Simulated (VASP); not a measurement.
K3In3Si2Au:

```xyz
9
Lattice="7.8696 0.0000 0.0000 -3.9348 6.8153 0.0000 0.0000 0.0000 4.7560" Properties=species:S:1:pos:R:3 pbc="T T T"
K     3.3029    0.0000    2.3780
K     2.2834    3.9549    2.3780
K    -1.6514    2.8604    2.3780
Au    0.0000    0.0000    2.3780
In    5.9117    0.0000    0.0000
In    0.9790    1.6956    0.0000
In   -2.9558    5.1197    0.0000
Si   -0.0004    4.5438    0.0000
Si    3.9352    2.2715    0.0000
```

Base run:

| Item | Value |
| --- | --- |
| Program | VASP 6.6.1 |
| Functional | PBEsol |
| Potentials or basis | VASP PAW PBE potentials, release 64 (K_sv, Au, In_d, Si) |
| Cutoff | 520 eV |
| k mesh | 3 × 3 × 4 |
| Occupations | methfessel-paxton, width 0.0209 eV |
| Spin | no spin polarisation |

Its results: band gap on the k mesh zero (an odd number of electrons rules out a gap without spin polarisation); pressure -2.4 GPa; largest force 0.085 eV/Å.

Q: The run is repeated on the same cell with these changes: functional from PBEsol to PBE; further incar settings from ALGO = Normal; EDIFF = 1e-06; NBANDS = 52 to ALGO = Normal; EDIFF = 1e-07; NBANDS = 52. What comes out?

A: Band gap on the k mesh zero (an odd number of electrons rules out a gap without spin polarisation); pressure -0.3 GPa; largest force 0.144 eV/Å.

Caveats: spin-orbit coupling is left out, which moves the levels of the heavy elements; the PAW data sets were made with another functional, which shifts forces and pressure a little (at least some runs).
